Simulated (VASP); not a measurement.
# VH (Fm-3m) in VASP: single point with PBEsol

Aim: the single point of VH with PBEsol.

Program: VASP 6.6.1. These are calculated values, not measurements. Logs are shortened: lines on timing, memory, paths and dates and some standing lists are left out, and cuts for length are marked.

### 1 The cell of the first run

It takes space group Fm-3m (No. 225, cubic). The conventional cell has a = 3.928 Å, b = 3.928 Å, c = 3.928 Å, α = 90.00°, β = 90.00°, γ = 90.00°. Within 2.6 Å of V (site symmetry m-3m) lie 6 H at 1.96 Å. Within 2.6 Å of H (site symmetry m-3m) lie 6 V at 1.96 Å.

### 2 Single point, PBEsol, collinear spin, ferromagnetic start

INCAR

```
ALGO = Normal ; EDIFF = 1E-6
ENCUT = 500 ; GGA = PS
GGA_COMPAT = False ; ISIF = 2
ISMEAR = -1 ; ISPIN = 2
LASPH = True ; LCHARG = False
LMAXMIX = 4 ; LORBIT = 11
LREAL = False ; LWAVE = False
MAGMOM = 2 0 ; NBANDS = 18
NELM = 200 ; PREC = Accurate
SIGMA = 0.1
```

KPOINTS

```
k-points
0
Gamma
  14 14 14
```

POSCAR

```
VH
1.0
    0.0000000000      1.9637550000      1.9637550000
    1.9637550000      0.0000000000      1.9637550000
    1.9637550000      1.9637550000      0.0000000000
V H
1 1
Direct
    0.0000000000      0.0000000000      0.0000000000
    0.5000000000      0.5000000000      0.5000000000
```

Potentials or basis: VASP PAW PBE potentials, release 64 (V_sv, H).

Command:

```bash
$ cat potpaw_PBE.64/V_sv/POTCAR potpaw_PBE.64/H/POTCAR > POTCAR
$ mpirun -np 1 vasp_std > vasp.out
```

OUTCAR:

```text
EDIFF = 1E-6
   ENCUT = 500
   GGA = PS
   ISIF = 2
   ISMEAR = -1
   ISPIN = 2
   LASPH = True
   LORBIT = 11
   LREAL = False
   NELM = 200
   PREC = Accurate

 ion  position               nearest neighbor table
   1  0.000  0.000  0.000-
   2  0.500  0.500  0.500-

  LATTYP: Found a face centered cubic cell.
 ALAT       =     3.9275100000

  Lattice vectors:

 A1 = (   0.0000000000,   1.9637550000,   1.9637550000)
 A2 = (   1.9637550000,   0.0000000000,   1.9637550000)
 A3 = (   1.9637550000,   1.9637550000,   0.0000000000)

Analysis of symmetry for initial positions (statically):
=====================================================================
 Subroutine PRICEL returns:
 Original cell was already a primitive cell.

 Routine SETGRP: Setting up the symmetry group for a
 face centered cubic supercell.

 Subroutine GETGRP returns: Found 48 space group operations
 (whereof 48 operations were pure point group operations)
 out of a pool of 48 trial point group operations.

The static configuration has the point symmetry O_h .

Analysis of symmetry for dynamics (positions and initial velocities):
=====================================================================
 Subroutine PRICEL returns:
 Original cell was already a primitive cell.

 Routine SETGRP: Setting up the symmetry group for a
 face centered cubic supercell.

 Subroutine GETGRP returns: Found 48 space group operations
 (whereof 48 operations were pure point group operations)
 out of a pool of 48 trial point group operations.

The dynamic configuration has the point symmetry O_h .

Analysis of structural, dynamic, and magnetic symmetry:
=====================================================================
 Subroutine PRICEL returns:
 Original cell was already a primitive cell.

 Routine SETGRP: Setting up the symmetry group for a
 face centered cubic supercell.

 Subroutine GETGRP returns: Found 48 space group operations
 (whereof 48 operations were pure point group operations)
 out of a pool of 48 trial point group operations.

The overall configuration has the point symmetry O_h .

 Subroutine INISYM returns: Found 48 space group operations
 (whereof 48 operations are pure point group operations),
 and found     1 'primitive' translations

[... 111 lines left out ...]
   IALGO  =     38    algorithm
   IMIX   =      4    mixing-type and parameters
     AMIX     =   0.40;   BMIX     =  1.00
     AMIX_MAG =   1.60;   BMIX_MAG =  1.00
  volume/ion in A,a.u.               =       7.57        51.10
  Fermi-wavevector in a.u.,A,eV,Ry     =   1.594729  3.013601 34.601797  2.543160
  Thomas-Fermi vector in A             =   2.692758
   LORBIT       =     11    0 simple, 1 ext, 2 COOP (PROOUT), +10 PAW based schemes
   GGA     = PS    functional components
   LHFCALC =     F    Hartree Fock is set to
   AEXX    =    0.0000 exact exchange contribution
   IVDW    =     0    specifies the selected vdW correction
   LEPSILON=     F    determine dielectric tensor
   LRPA    =     F    only Hartree local field effects (RPA)
 spin polarized calculation
  energy-cutoff  :      500.00
  volume of cell :       15.15
 maximum number of plane-waves:       393
   NGX = 11   NGY = 11   NGZ = 11

 number of electron      13.9999998 magnetization      -0.0001207

 number of electron      13.9999998 magnetization       0.0002909

 Free energy of the ion-electron system (eV)
  ---------------------------------------------------
  ext. energy  EPLUGINS =         0.00000000
  ---------------------------------------------------
  free energy    TOTEN  =       -13.40628336 eV

  energy without entropy =      -13.35662026  energy(sigma->0) =      -13.38145181

 E-fermi :   9.7882     XC(G=0): -13.1129

 val. band max:        9.7797655690   @ k =   0.0714   0.0000   0.0000
 cond. band min:       9.8136295194   @ k =   0.4286   0.1429   0.0714
 fundamental gap:      0.0338639504
 Fermi energy:         9.7882218556

 spin component 1

 k-point     1 :       0.0000    0.0000    0.0000
  band No.  band energies     occupation
      1     -54.0962      1.00000
      2     -27.6883      1.00000
      3     -27.6883      1.00000
      4     -27.6883      1.00000
      5      -0.7345      1.00000
      6       9.7204      0.66342
[... 493 lines left out ...]
     17      35.4762      0.00000
     18      38.5318      0.00000

 [... further k-points ...]

 spin component 2

 k-point     1 :       0.0000    0.0000    0.0000
  band No.  band energies     occupation
      1     -54.0959      1.00000
      2     -27.6880      1.00000
      3     -27.6880      1.00000
      4     -27.6880      1.00000
      5      -0.7343      1.00000
      6       9.7205      0.66309
[... 493 lines left out ...]
     17      35.4765      0.00000
     18      38.5320      0.00000

 [... further k-points ...]

------------------------ aborting loop because EDIFF is reached ----------------------------------------

  FORCE on cell =-STRESS in cart. coord.  units (eV):
  Direction    XX          YY          ZZ          XY          YZ          ZX
  --------------------------------------------------------------------------------------
  -------------------------------------------------------------------------------------
  Total       -0.3781837     -0.3781837     -0.3781837     -0.0000000      0.0000000     -0.0000000
  in kB      -40.0056666    -40.0056666    -40.0056666     -0.0000000      0.0000000     -0.0000000
  external PRESSURE =     -40.0056666 kB  Pullay stress =       0.0000000 kB

 VOLUME and BASIS-vectors are now :
 -----------------------------------------------------------------------------
  energy-cutoff  :      500.00
  volume of cell :       15.15
      direct lattice vectors                 reciprocal lattice vectors
     0.000000000  1.963755000  1.963755000    -0.254614247  0.254614247  0.254614247
     1.963755000  0.000000000  1.963755000     0.254614247 -0.254614247  0.254614247
     1.963755000  1.963755000  0.000000000     0.254614247  0.254614247 -0.254614247

 POSITION                                       TOTAL-FORCE (eV/Angst)
 -----------------------------------------------------------------------------------
      0.00000      0.00000      0.00000        -0.000000      0.000000      0.000000
      1.96375      1.96375      1.96375         0.000000     -0.000000     -0.000000
 -----------------------------------------------------------------------------------
    total drift:                                0.000000     -0.000000     -0.000000

  FREE ENERGIE OF THE ION-ELECTRON SYSTEM (eV)
  ---------------------------------------------------
  free  energy   TOTEN  =       -13.4062833610 eV

  energy  without entropy=      -13.3566202562  energy(sigma->0) =      -13.38145181

 total charge

# of ion       s       p       d       tot
------------------------------------------
    1        2.273   6.241   3.144  11.658
    2        0.534   0.031   0.000   0.565
--------------------------------------------------
tot          2.806   6.272   3.144  12.223

 magnetization (x)

# of ion       s       p       d       tot
------------------------------------------
    1        0.000   0.000   0.000   0.000
    2       -0.000   0.000   0.000  -0.000
--------------------------------------------------
tot         -0.000   0.000   0.000   0.000
```

OSZICAR:

```text
N       E                     dE             d eps       ncg     rms          rms(c)
DAV:   1     0.102011730950E+03    0.10201E+03   -0.66801E+03  7544   0.853E+02
DAV:   2    -0.126653156609E+02   -0.11468E+03   -0.10902E+03  7710   0.263E+02
DAV:   3    -0.149053743070E+02   -0.22401E+01   -0.22251E+01  8280   0.399E+01
DAV:   4    -0.149132373061E+02   -0.78630E-02   -0.78624E-02  8256   0.249E+00
DAV:   5    -0.149132857085E+02   -0.48402E-04   -0.48402E-04  8104   0.186E-01    0.239E+01
DAV:   6    -0.134106811429E+02    0.15026E+01   -0.18640E+00  7688   0.244E+01    0.363E+00
DAV:   7    -0.134111287467E+02   -0.44760E-03   -0.12653E-01  7806   0.316E+00    0.267E+00
DAV:   8    -0.134092916926E+02    0.18371E-02   -0.72095E-03  8170   0.892E-01    0.145E+00
DAV:   9    -0.134058269684E+02    0.34647E-02   -0.30855E-03  8070   0.609E-01    0.291E-01
DAV:  10    -0.134062456704E+02   -0.41870E-03   -0.81167E-04  7762   0.285E-01    0.984E-02
DAV:  11    -0.134062827421E+02   -0.37072E-04   -0.73428E-05  7848   0.834E-02    0.283E-02
DAV:  12    -0.134062839624E+02   -0.12203E-05   -0.32979E-06  8058   0.154E-02    0.751E-03
DAV:  13    -0.134062833610E+02    0.60144E-06   -0.18531E-07  4214   0.445E-03
   1 F= -.13406283E+02 E0= -.13381452E+02  d E =-.496631E-01  mag=    -0.0000
```

It took 24 s on 1 thread of Intel Xeon Platinum 8559C (Emerald Rapids), shared host; peak memory 0.16 GiB.

Results:

```yaml
Free_energy: -13.4063 eV
Pressure: -4.0 GPa
Band_gap_on_the_k_mesh: zero (filled and empty bands overlap)
Net_moment: 0.00 μB per cell
Valence_electrons_inside_the_program's_atomic_spheres: V 11.66; H 0.56
```

Caveat: the cell stands under tension; the PAW data sets were made with another functional, which shifts forces and pressure a little.
